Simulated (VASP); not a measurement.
Li: single point with PBEsol

Crystal: Li.

```xyz
1
Lattice="-1.4473 1.4473 1.4473 1.4473 -1.4473 1.4473 1.4473 1.4473 -1.4473" Properties=species:S:1:pos:R:3 pbc="T T T"
Li    0.0000    0.0000    0.0000
```

```yaml
Program: VASP 6.6.1
Task: single point
Functional: PBEsol
Potentials_or_basis: VASP PAW PBE potentials, release 64 (Li_sv)
Cutoff: 750 eV
k_mesh: 16 × 16 × 16
Occupations: fermi-dirac, width 0.08 eV
Spin: no spin polarisation
Dipole_correction: no
Further_INCAR_settings: ALGO = Normal; EDIFF = 1e-06; NBANDS = 8
```

The pressure is 16.3 GPa and the band gap on the k mesh is zero (an odd number of electrons rules out a gap without spin polarisation).

Levels at points of the mesh, in eV from the Fermi level:
```csv
k point,band 1,band 2,band 3,band 4
"(0.00, 0.00, 0.00)",-45.20,-4.06,20.85,20.85
"(0.50, 0.00, 0.00)",-45.06,0.08,5.42,14.68
"(0.50, 0.50, 0.50)",-44.98,7.68,7.68,7.68
```

It took 8 s on 1 thread of Intel(R) Xeon(R) Platinum 8259CL CPU @ 2.50GHz (Skylake/Cascade Lake), with other jobs on the host, peak memory 0.14 GiB.

Caveat: the cell stands under pressure; the PAW data sets were made with another functional, which shifts forces and pressure a little.
